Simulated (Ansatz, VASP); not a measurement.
**One calculation of ScAl3, two programs**

File INCAR:

```
PREC = Accurate
ENCUT = 600
EDIFF = 1E-6
ISMEAR = 0
SIGMA = 0.1
LREAL = F
LASPH = T
NELM = 60
ALGO = Normal
ISIF = 3
LWAVE = F
LCHARG = F
GGA = PE
IVDW = 12
IBRION = 2
NSW = 70
EDIFFG = -0.005
```

Contents of KPOINTS:

```
Automatic mesh
0
Gamma
  10 10 10
```

The input POSCAR:

```
ScAl3
1.0
    4.1053305961      0.0000000000      0.0000000000
    0.0000000000      4.1053305961      0.0000000000
    0.0000000000      0.0000000000      4.1053305961
Sc Al
1 3
Direct
    0.0000000000      0.0000000000      0.0000000000
    0.5000000000      0.0000000000      0.5000000000
    0.0000000000      0.5000000000      0.5000000000
    0.5000000000      0.5000000000      0.0000000000
```

Input for Ansatz:

```yaml
crystal:
  lattice:
    - [4.1053305961, 0.0, 0.0]
    - [0.0, 4.1053305961, 0.0]
    - [0.0, 0.0, 4.1053305961]
  atoms:
    - { symbol: Sc, position: [0.0, 0.0, 0.0] }
    - { symbol: Al, position: [0.5, 0.0, 0.5] }
    - { symbol: Al, position: [0.0, 0.5, 0.5] }
    - { symbol: Al, position: [0.5, 0.5, 0.0] }
basis:
  ecutwfc: 420
kpoints:
  mp_grid: { grid: [10, 10, 10] }
hamiltonian:
  xc: pbe
  dispersion: d3bj
scf:
  occupations: { method: gaussian, width: 0.1 }
output:
  forces: true
  stress: true
  eigenvalues: true
relax:
  adjacent_minimum: "off"
  f_tol: 0.005
  max_steps: 50
  cell: { stress_tol: 0.05 }
```

Alike in both runs: task relaxation of cell and atoms; functional PBE; dispersion D3(BJ); k mesh 10 × 10 × 10; occupations gaussian, width 0.1 eV; no spin polarisation.

|  | VASP | Ansatz |
| --- | --- | --- |
| version | VASP 6.6.1 | Ansatz 0.2.0 |
| potentials or method | VASP PAW PBE potentials, release 64 (Sc_sv, Al), cutoff 600 eV | scalar-relativistic, plane waves, PAW |
| valence electrons in the cell | 20 | 20 |

Ansatz gave:

| Property | Result |
| --- | --- |
| gap on the k mesh at the Fermi level, each at its own relaxed structure (eV) | none |
| relaxed volume (Å³/atom) | 16.59 |
| relaxed cell length with the largest relative difference (Å) | 4.049 |

Q: Estimate VASP's values.

A: gap on the k mesh at the Fermi level, each at its own relaxed structure (eV): none; relaxed volume (Å³/atom): 16.60; relaxed cell length with the largest relative difference (Å): 4.049.

A gap of «none» marks a metal or a gap that the smearing closes.
